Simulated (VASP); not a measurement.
Wanted: the native input for a VASP 6.6.1 run.

- Task: single point
- Functional: r2SCAN
- Potentials or basis: VASP PAW PBE potentials, release 64 (B, N)
- Cutoff: 520 eV
- k mesh: 12 × 12 × 12
- Occupations: gaussian, width 0.05 eV
- Spin: no spin polarisation
- Dipole correction: no
- Further INCAR settings: ALGO = Normal; EDIFF = 1e-06; NBANDS = 11

BN:

```xyz
2
Lattice="0.0135 1.8048 1.8048 1.8048 0.0135 1.8048 1.8183 1.8183 0.0000" Properties=species:S:1:pos:R:3 pbc="T T T"
B     0.0000    0.0000    0.0000
N     2.7275    2.7275    2.7072
```

This cell differs from its parent crystal: strain +0.0150 x Voigt [0, 0, 0, 0, 0, 1].

These files were run (other wordings do the same):

POSCAR

```
BN
1.0
    0.0135361032      1.8048137558      1.8048137558
    1.8048137558      0.0135361032      1.8048137558
    1.8183498590      1.8183498590      0.0000000000
B N
1 1
Direct
    0.0000000000      0.0000000000      0.0000000000
    0.7500000000      0.7500000000      0.7500000000
```

INCAR.step1

```
  ALGO = Normal
  EDIFF = 1E-4
  ENCUT = 520
  GGA = PE
  ISMEAR = 0
  LASPH = T
  LCHARG = F
  LREAL = F
  LWAVE = T
  NBANDS = 11
  NELM = 80
  PREC = Accurate
  SIGMA = 0.05
```

INCAR.step2

```
  ALGO = Normal
  EDIFF = 1E-6
  ENCUT = 520
  ISIF = 2
  ISMEAR = 0
  ISTART = 1
  LASPH = T
  LCHARG = F
  LMIXTAU = T
  LREAL = F
  LWAVE = F
  METAGGA = R2SCAN
  NBANDS = 11
  NELM = 80
  PREC = Accurate
  SIGMA = 0.05
```

KPOINTS

```
k-points
0
Gamma
  12 12 12
```

Potentials or basis: VASP PAW PBE potentials, release 64 (B, N).

The run is started by

```console
$ cat potpaw_PBE.64/B/POTCAR potpaw_PBE.64/N/POTCAR > POTCAR
$ cp INCAR.step1 INCAR
$ mpirun -np 1 vasp_std > vasp.out
$ cp INCAR.step2 INCAR
$ mpirun -np 1 vasp_std > vasp.out
```

It gave:

```json
{
  "Pressure": "1.3 GPa",
  "Largest force": "0.015 eV/Å",
  "Band gap on the k mesh": "4.94 eV, indirect (least direct gap 9.31 eV)"
}
```

Caveat: the cell differs from its parent crystal (strain +0.0150 x Voigt [0, 0, 0, 0, 0, 1]); the PAW data sets were made with another functional, which shifts forces and pressure a little.

It took 94 s on 1 thread of Intel Xeon 6975P-C, with other jobs on the host, peak memory 0.15 GiB.
